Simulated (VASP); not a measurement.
Here is a VASP 6.6.1 calculation.

The input POSCAR:

```
LiCl
1.0
    0.0000000000      2.6417028000      2.5262886000
    2.6417028000      0.0000000000      2.5262886000
    2.6417028000      2.6417028000      0.0000000000
Li Cl
1 1
Direct
    0.0000000000      0.0000000000      0.0000000000
    0.5000000000      0.5000000000      0.5000000000
```

INCAR.step1

```
  PREC = Accurate
  ENCUT = 520
  ISMEAR = 0
  SIGMA = 0.05
  LREAL = F
  LASPH = T
  NELM = 100
  NBANDS = 12
  GGA = PE
  ALGO = Normal
  EDIFF = 1E-4
  LWAVE = T
  LCHARG = F
```

File INCAR.step2:

```
  PREC = Accurate
  ENCUT = 520
  EDIFF = 1E-7
  ISMEAR = 0
  SIGMA = 0.05
  LREAL = F
  LASPH = T
  NELM = 100
  ALGO = Normal
  ISIF = 2
  LWAVE = F
  LCHARG = F
  METAGGA = R2SCAN
  LMIXTAU = T
  NBANDS = 12
  ISTART = 1
```

KPOINTS

```
Automatic mesh
0
Gamma
  8 8 8
```

Potentials or basis: VASP PAW PBE potentials, release 64 (Li_sv, Cl).

Command:

```bash
$ cat potpaw_PBE.64/Li_sv/POTCAR potpaw_PBE.64/Cl/POTCAR > POTCAR
$ cp INCAR.step1 INCAR
$ mpirun -np 1 vasp_std > vasp.out
$ cp INCAR.step2 INCAR
$ mpirun -np 1 vasp_std > vasp.out
```

Q: Predict the band gap on the k mesh.

A: 6.99 eV.

Caveat: the cell differs from its parent crystal (strain +0.030 along x and y, -0.015 along z). A k mesh can miss the band edges.
